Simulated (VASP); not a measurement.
A run of VASP 6.6.1 is set up as follows.

The input POSCAR:

```
LiCl
1.0
    0.0000000000      2.5421223390      2.5421223390
    2.5421223390      0.0000000000      2.5421223390
    2.5421223390      2.5421223390      0.0000000000
Li Cl
1 1
Direct
    0.9880000000      0.8560000000      0.1630000000
    1.4880000000      1.3560000000      0.6630000000
```

File INCAR.step1:

```
SYSTEM = LiCl
ALGO = Normal
EDIFF = 1E-4
ENCUT = 520
GGA = PE
ISMEAR = 0
LASPH = .TRUE.
LCHARG = .FALSE.
LREAL = .FALSE.
LWAVE = .TRUE.
NBANDS = 12
NELM = 60
PREC = Accurate
SIGMA = 0.27211386245988
```

File INCAR.step2:

```
SYSTEM = LiCl
ALGO = Normal
EDIFF = 1E-7
ENCUT = 520
ISIF = 2
ISMEAR = 0
ISTART = 1
LASPH = .TRUE.
LCHARG = .FALSE.
LMIXTAU = .TRUE.
LREAL = .FALSE.
LWAVE = .FALSE.
METAGGA = R2SCAN
NBANDS = 12
NELM = 60
PREC = Accurate
SIGMA = 0.27211386245988
```

File KPOINTS:

```
k-points
0
G
  8 8 8
  0 0 0
```

Potentials or basis: VASP PAW PBE potentials, release 64 (Li_sv, Cl).

Launch:

```bash
$ cat potpaw_PBE.64/Li_sv/POTCAR potpaw_PBE.64/Cl/POTCAR > POTCAR
$ cp INCAR.step1 INCAR
$ mpirun -np 1 vasp_std > vasp.out
$ cp INCAR.step2 INCAR
$ mpirun -np 1 vasp_std > vasp.out
```

Estimate the band gap on the k mesh.

7.47 eV, direct.

Caveat: the PAW data sets were made with another functional, which shifts forces and pressure a little. r2SCAN opens gaps a little over a GGA but as a rule still falls short of measured ones.
